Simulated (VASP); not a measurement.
# Na (Im-3m) in VASP: single point with PBE

Aim: the single point of Na with PBE.

Program: VASP 6.6.1. These are calculated values, not measurements. Logs are shortened: lines on timing, memory, paths and dates and some standing lists are left out, and cuts for length are marked.

### Step 1. The cell of the first run

The structure is cubic, space group Im-3m (No. 229). Conventional cell: a = 4.208 Å, b = 4.208 Å, c = 4.208 Å, α = 90.00°, β = 90.00°, γ = 90.00°. Na (site symmetry m-3m) has 14 Na at 3.64 to 4.21 Å within 4.8 Å.

### Step 2. Single point, PBE

Contents of INCAR:

```
ALGO = Fast ; EDIFF = 1E-7
ENCUT = 520 ; GGA = PE
ISIF = 2 ; ISMEAR = 0
LASPH = T ; LCHARG = T
LELF = T ; LREAL = F
LVHAR = T ; LWAVE = F
NBANDS = 10 ; NELM = 60
PREC = Accurate ; SIGMA = 0.1
```

Contents of KPOINTS:

```
k-points
0
Gamma
  6 6 6
```

Contents of POSCAR:

```
Na
1.0
   -2.1040268000      2.1040268000      2.1040268000
    2.1040268000     -2.1040268000      2.1040268000
    2.1040268000      2.1040268000     -2.1040268000
Na
1
Direct
    0.0000000000      0.0000000000      0.0000000000
```

Potentials or basis: VASP PAW PBE potentials, release 64 (Na_pv).

Launch:

```sh
cat potpaw_PBE.64/Na_pv/POTCAR > POTCAR
mpirun -np 1 vasp_std > vasp.out
```

OUTCAR:

```text
EDIFF = 1E-7
   ENCUT = 520
   GGA = PE
   ISIF = 2
   ISMEAR = 0
   LASPH = T
   LREAL = F
   NELM = 60
   PREC = Accurate

 ion  position               nearest neighbor table
   1  0.000  0.000  0.000-

  LATTYP: Found a body centered cubic cell.
 ALAT       =     4.2080536000

  Lattice vectors:

 A1 = (  -2.1040268000,   2.1040268000,   2.1040268000)
 A2 = (   2.1040268000,  -2.1040268000,   2.1040268000)
 A3 = (   2.1040268000,   2.1040268000,  -2.1040268000)

Analysis of symmetry for initial positions (statically):
=====================================================================
 Subroutine PRICEL returns:
 Original cell was already a primitive cell.

 Routine SETGRP: Setting up the symmetry group for a
 body centered cubic supercell.

 Subroutine GETGRP returns: Found 48 space group operations
 (whereof 48 operations were pure point group operations)
 out of a pool of 48 trial point group operations.

The static configuration has the point symmetry O_h .

Analysis of symmetry for dynamics (positions and initial velocities):
=====================================================================
 Subroutine PRICEL returns:
 Original cell was already a primitive cell.

 Routine SETGRP: Setting up the symmetry group for a
 body centered cubic supercell.

 Subroutine GETGRP returns: Found 48 space group operations
 (whereof 48 operations were pure point group operations)
 out of a pool of 48 trial point group operations.

The dynamic configuration has the point symmetry O_h .

 Subroutine INISYM returns: Found 48 space group operations
 (whereof 48 operations are pure point group operations),
 and found     1 'primitive' translations

----------------------------------------------------------------------------------------

                                     Primitive cell

  volume of cell :      37.2575

  direct lattice vectors                    reciprocal lattice vectors
    -2.104026800  2.104026800  2.104026800     0.000000000  0.237639559  0.237639559
     2.104026800 -2.104026800  2.104026800     0.237639559  0.000000000  0.237639559
     2.104026800  2.104026800 -2.104026800     0.237639559  0.237639559  0.000000000

  length of vectors
     3.644281318  3.644281318  3.644281318     0.336073087  0.336073087  0.336073087

  position of ions in fractional coordinates (direct lattice)
     0.000000000  0.000000000  0.000000000

  ion indices of the primitive-cell ions
   primitive index   ion index
                 1           1

----------------------------------------------------------------------------------------

 KPOINTS: k-points

Automatic generation of k-mesh.
 Grid dimensions read from file:
 generate k-points for:    6    6    6

 Generating k-lattice:

  Cartesian coordinates                     Fractional coordinates (reciprocal lattice)
     0.000000000  0.039606593  0.039606593     0.166666667  0.000000000  0.000000000
     0.039606593  0.000000000  0.039606593     0.000000000  0.166666667  0.000000000
     0.039606593  0.039606593  0.000000000     0.000000000  0.000000000  0.166666667

  Length of vectors
     0.056012181  0.056012181  0.056012181

  Shift w.r.t. Gamma in fractional coordinates (k-lattice)
     0.000000000  0.000000000  0.000000000

 Subroutine IBZKPT returns following result:
 ===========================================

 Found     16 irreducible k-points:

 Following reciprocal coordinates:
            Coordinates               Weight
  0.000000  0.000000  0.000000      1.000000
  0.166667  0.000000  0.000000     12.000000
  0.333333  0.000000  0.000000     12.000000
  0.500000  0.000000  0.000000      6.000000
  0.166667  0.166667  0.000000     24.000000
  0.333333  0.166667 -0.000000     48.000000
[... 8 lines left out ...]
  0.500000  0.500000  0.333333     12.000000
  0.500000  0.500000  0.500000      1.000000
   k-points           NKPTS =     16   k-points in BZ     NKDIM =     16   number of bands    NBANDS=     10
   number of dos      NEDOS =    301   number of ions     NIONS =      1
   total plane-waves  NPLWV =  21952
   dimension x,y,z NGX =    28 NGY =   28 NGZ =   28
   dimension x,y,z NGXF=    56 NGYF=   56 NGZF=   56
   ions per type =               1
   NGX,Y,Z   is equivalent  to a cutoff of  12.77, 12.77, 12.77 a.u.
   NGXF,Y,Z  is equivalent  to a cutoff of  25.55, 25.55, 25.55 a.u.
 SYSTEM =  unknown system
   PREC   = accura    normal or accurate (medium, high low for compatibility)
   ISTART =      0    job   : 0-new  1-cont  2-samecut
   ICHARG =      2    charge: 1-file 2-atom 10-const
   ISPIN  =      1    spin polarized calculation?
   LNONCOLLINEAR =      F non collinear calculations
   LSORBIT =      F    spin-orbit coupling
   LASPH  =      T    aspherical Exc in radial PAW
   ENCUT  =  520.0 eV  38.22 Ry    6.18 a.u.   6.78  6.78  6.78*2*pi/ulx,y,z
   NELM   =     60;   NELMIN=  2; NELMDL= -5     # of ELM steps
   EDIFF  = 0.1E-06   stopping-criterion for ELM
   LREAL  =      F    real-space projection
   EDIFFG = 0.1E-05   stopping-criterion for IOM
   NSW    =      0    number of steps for IOM
   IBRION =     -1    ionic relax: 0-MD 1-quasi-New 2-CG
   NFREE  =      0    steps in history (QN), initial steepest desc. (CG)
   ISIF   =      2    stress and relaxation
   ISYM   =      2    0-nonsym 1-usesym 2-fastsym
   POTIM  = 0.5000    time-step for ionic-motion
   TEBEG  =    0.0;   TEEND  =   0.0 temperature during run
   PSTRESS=    0.0 pullay stress
   NELECT =       7.0000    total number of electrons
   NUPDOWN=      -1.0000    fix difference up-down
   EMIN   =  10.00;   EMAX   =-10.00  energy-range for DOS
   EFERMI =   0.00;   METHOD = LEGACY
   ISMEAR =     0;   SIGMA  =   0.10  broadening in eV -4-tet -1-fermi 0-gaus
   EFERMI_NEDOS =   21; number of points for ismear=-14 and -15
   IALGO  =     68    algorithm
   IMIX   =      4    mixing-type and parameters
     AMIX     =   0.40;   BMIX     =  1.00
     AMIX_MAG =   1.60;   BMIX_MAG =  1.00
  volume/ion in A,a.u.               =      37.26       251.43
  Fermi-wavevector in a.u.,A,eV,Ry     =   0.937640  1.771883 11.961824  0.879169
  Thomas-Fermi vector in A             =   2.064772
   LORBIT       =      0    0 simple, 1 ext, 2 COOP (PROOUT), +10 PAW based schemes
   GGA     = PE    functional components
   LHFCALC =     F    Hartree Fock is set to
   AEXX    =    0.0000 exact exchange contribution
   IVDW    =     0    specifies the selected vdW correction
   LEPSILON=     F    determine dielectric tensor
   LRPA    =     F    only Hartree local field effects (RPA)
 non-spin polarized calculation
 RMM-DIIS sequential band-by-band and
 Gauss-broadening in eV      SIGMA  =   0.10
  energy-cutoff  :      520.00
  volume of cell :       37.26
 maximum number of plane-waves:      1048
   NGX = 13   NGY = 13   NGZ = 13

 number of electron       7.0000007 magnetization

 Free energy of the ion-electron system (eV)
  ---------------------------------------------------
  ext. energy  EPLUGINS =         0.00000000
  ---------------------------------------------------
  free energy    TOTEN  =        -1.28074496 eV

  energy without entropy =       -1.26836159  energy(sigma->0) =       -1.27455327

 E-fermi :   0.3434     XC(G=0):  -6.4895

 val. band max:       -0.1033360386   @ k =   0.1667   0.1667   0.1667
 cond. band min:       0.3544957615   @ k =   0.3333   0.1667  -0.0000
 fundamental gap:      0.4578318001
 Fermi energy:         0.3433722163

 k-point     1 :       0.0000    0.0000    0.0000
  band No.  band energies     occupation
      1     -24.5915      2.00000
      2     -24.5915      2.00000
      3     -24.5914      2.00000
      4      -2.9532      2.00000
      5      12.0145      0.00000
      6      12.0145      0.00000
      7      12.0145      0.00000
      8      13.0117      0.00000
      9      13.0117      0.00000
     10      13.5665      0.00000

 k-point     2 :       0.1667    0.0000    0.0000
  band No.  band energies     occupation
      1     -24.6003      2.00000
      2     -24.5944      2.00000
      3     -24.5914      2.00000
      4      -2.4670      2.00000
      5       8.3481      0.00000
      6      10.3285      0.00000
      7      10.8487      0.00000
      8      11.2096      0.00000
      9      12.0580      0.00000
     10      14.1325      0.00000

 k-point     3 :       0.3333    0.0000    0.0000
  band No.  band energies     occupation
      1     -24.6177      2.00000
      2     -24.6004      2.00000
      3     -24.5914      2.00000
      4      -1.0354      2.00000
      5       4.4537      0.00000
      6       8.9622      0.00000
      7       9.7948      0.00000
      8       9.9608      0.00000
      9      11.0574      0.00000
     10      15.2327      0.00000

 k-point     4 :       0.5000    0.0000    0.0000
  band No.  band energies     occupation
      1     -24.6264      2.00000
      2     -24.6033      2.00000
      3     -24.5914      2.00000
      4       1.0708      0.00000
      5       1.5268      0.00000
      6       8.5001      0.00000
      7       9.4368      0.00000
      8       9.5457      0.00000
      9      10.6294      0.00000
     10      16.4298      0.00000
[... 118 lines left out ...]
 k-point    14 :      -0.3333    0.3333    0.3333
  band No.  band energies     occupation
      1     -24.6144      2.00000
      2     -24.6102      2.00000
      3     -24.6102      2.00000
      4       0.8149      0.00000
      5       5.7659      0.00000
      6       6.0132      0.00000
      7       6.0132      0.00000
      8       7.6943      0.00000
      9      11.9682      0.00000
     10      15.7285      0.00000

 k-point    15 :       0.5000    0.5000    0.3333
  band No.  band energies     occupation
      1     -24.6192      2.00000
      2     -24.6135      2.00000
      3     -24.6105      2.00000
      4       2.8064      0.00000
      5       3.3198      0.00000
      6       5.6025      0.00000
      7       6.1349      0.00000
      8       8.1213      0.00000
      9       9.7692      0.00000
     10      15.8042      0.00000

 k-point    16 :       0.5000    0.5000    0.5000
  band No.  band energies     occupation
      1     -24.6168      2.00000
      2     -24.6168      2.00000
      3     -24.6168      2.00000
      4       4.8254      0.00000
      5       4.8254      0.00000
      6       5.1945      0.00000
      7       5.1945      0.00000
      8       5.1945      0.00000
      9       7.9581      0.00000
     10      19.7032      0.00000

------------------------ aborting loop because EDIFF is reached ----------------------------------------

  FORCE on cell =-STRESS in cart. coord.  units (eV):
  Direction    XX          YY          ZZ          XY          YZ          ZX
  --------------------------------------------------------------------------------------
  -------------------------------------------------------------------------------------
  Total        0.0066977      0.0066977      0.0066977      0.0000000      0.0000000     -0.0000000
  in kB        0.2880210      0.2880210      0.2880210      0.0000000      0.0000000     -0.0000000
  external PRESSURE =       0.2880210 kB  Pullay stress =       0.0000000 kB

 VOLUME and BASIS-vectors are now :
 -----------------------------------------------------------------------------
  energy-cutoff  :      520.00
  volume of cell :       37.26
      direct lattice vectors                 reciprocal lattice vectors
    -2.104026800  2.104026800  2.104026800     0.000000000  0.237639559  0.237639559
     2.104026800 -2.104026800  2.104026800     0.237639559  0.000000000  0.237639559
     2.104026800  2.104026800 -2.104026800     0.237639559  0.237639559  0.000000000

 POSITION                                       TOTAL-FORCE (eV/Angst)
 -----------------------------------------------------------------------------------
      0.00000      0.00000      0.00000        -0.000000     -0.000000     -0.000000
 -----------------------------------------------------------------------------------
    total drift:                                0.000000     -0.000000      0.000000

  FREE ENERGIE OF THE ION-ELECTRON SYSTEM (eV)
  ---------------------------------------------------
  free  energy   TOTEN  =        -1.2807449570 eV

  energy  without entropy=       -1.2683615861  energy(sigma->0) =       -1.27455327
```

It took 6.3 s on 1 thread of AMD EPYC 7R13 (Zen 3), shared host; peak memory 0.11 GiB.

Results:

* Free energy: -1.2807 eV
* Pressure: 0.0 GPa
